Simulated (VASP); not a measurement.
A run of VASP 6.6.1:

The input INCAR:

```
SYSTEM = AlAu
ALGO = Normal
EDIFF = 1E-6
ENCUT = 520
ISIF = 2
ISMEAR = 0
LASPH = .TRUE.
LCHARG = .TRUE.
LELF = .TRUE.
LREAL = .FALSE.
LVHAR = .TRUE.
LWAVE = .FALSE.
NBANDS = 14
NELM = 100
PREC = Accurate
SIGMA = 0.05
```

Contents of KPOINTS:

```
k-points
0
G
  6 6 6
  0 0 0
```

The input POSCAR:

```
AlAu
1.0
    3.1542056836      0.0000000000      0.0000000000
    0.0000000000      3.1542056836      0.0000000000
    0.0000000000      0.0000000000      3.1542056836
Al Au
1 1
Direct
    0.0000000000      0.0000000000      0.0000000000
    0.5000000000      0.5000000000      0.5000000000
```

Potentials or basis: VASP PAW LDA potentials, release 64 (Al, Au).

The run is started by

```sh
$ cat potpaw_LDA.64/Al/POTCAR potpaw_LDA.64/Au/POTCAR > POTCAR
$ mpirun -np 1 vasp_std > vasp.out
```

Hardware: 1 thread of Intel Xeon 6975P-C, on a shared host.

Question: Estimate the wall time of this run.

Answer: Run time: 4.1 s on 1 thread of Intel Xeon 6975P-C, with other jobs on the host, peak memory 0.13 GiB. Counts: scf iterations 11, k points 20.
